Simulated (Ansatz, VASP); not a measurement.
**AlCo: VASP beside Ansatz**

Contents of INCAR:

```
PREC     = Accurate       # precision mode
ENCUT    = 520            # plane-wave cutoff, eV
EDIFF    = 1E-6           # SCF threshold, eV
ISMEAR   = 0              # smearing method
SIGMA    = 0.15           # smearing width, eV
LREAL    = False          # projectors in reciprocal space
LASPH    = True           # aspherical terms in the spheres
NELM     = 60             # most SCF steps
ALGO     = Normal         # electronic algorithm
ISIF     = 2              # what is computed and relaxed
LWAVE    = False          # write WAVECAR
LCHARG   = False          # write CHGCAR
GGA      = PS             # functional
NBANDS   = 13             # bands
```

File KPOINTS:

```
regular mesh
0
Gamma
  16 16 16
```

File POSCAR:

```
AlCo
1.0
    2.8194032100      0.0000000000      0.0000000000
    0.0000000000      2.8194032100      0.0000000000
    0.0000000000      0.0000000000      2.8194032100
Al Co
1 1
Direct
    0.0000000000      0.0000000000      0.0000000000
    0.4467972515      0.5000000000      0.5000000000
```

Input for Ansatz:

```yaml
crystal:
  lattice:
    - [2.81940321, 0.0, 0.0]
    - [0.0, 2.81940321, 0.0]
    - [0.0, 0.0, 2.81940321]
  atoms:
    - { symbol: Al, position: [0.0, 0.0, 0.0] }
    - { symbol: Co, position: [0.4467972515, 0.5, 0.5] }
basis:
  ecutwfc: 420
kpoints:
  mp_grid: { grid: [16, 16, 16] }
hamiltonian:
  xc: pbesol
scf:
  occupations: { method: gaussian, width: 0.15 }
output:
  forces: true
  stress: true
  eigenvalues: true
```

Change from the starting cell: all Co atoms moved -0.150 Å, as atom 2 along Cartesian [1 0 0].

Alike in both runs: task single point; functional PBEsol; k mesh 16 × 16 × 16; occupations gaussian, width 0.15 eV; no spin polarisation.

|  | VASP | Ansatz |
| --- | --- | --- |
| version | VASP 6.6.1 | Ansatz 0.2.0 |
| potentials or method | VASP PAW PBE potentials, release 64 (Al, Co), cutoff 520 eV | scalar-relativistic, plane waves, PAW |
| valence electrons in the cell | 12 | 20 |

VASP gave:

```
gap on the k mesh at the Fermi level (eV)                     : none
pressure (GPa)                                                : 2.7
traceless stress, the component that is largest in VASP (GPa) : -1.01
rms of the force components (eV/Å)                            : 0.693
```

Task: What did Ansatz give for the same quantities?

Result: gap on the k mesh at the Fermi level (eV): none; pressure (GPa): 2.5; traceless stress, the component that is largest in VASP (GPa): -0.99; rms of the force components (eV/Å): 0.688.

VASP's potentials were made for PBE, not for PBEsol. Atom by atom the forces differ by 0.005 eV/Å (rms over components). A gap of «none» marks a metal or a gap that the smearing closes. VASP's potentials hold 12 valence electrons a cell and Ansatz's 20, so a difference there can come from the potentials and not from the codes.
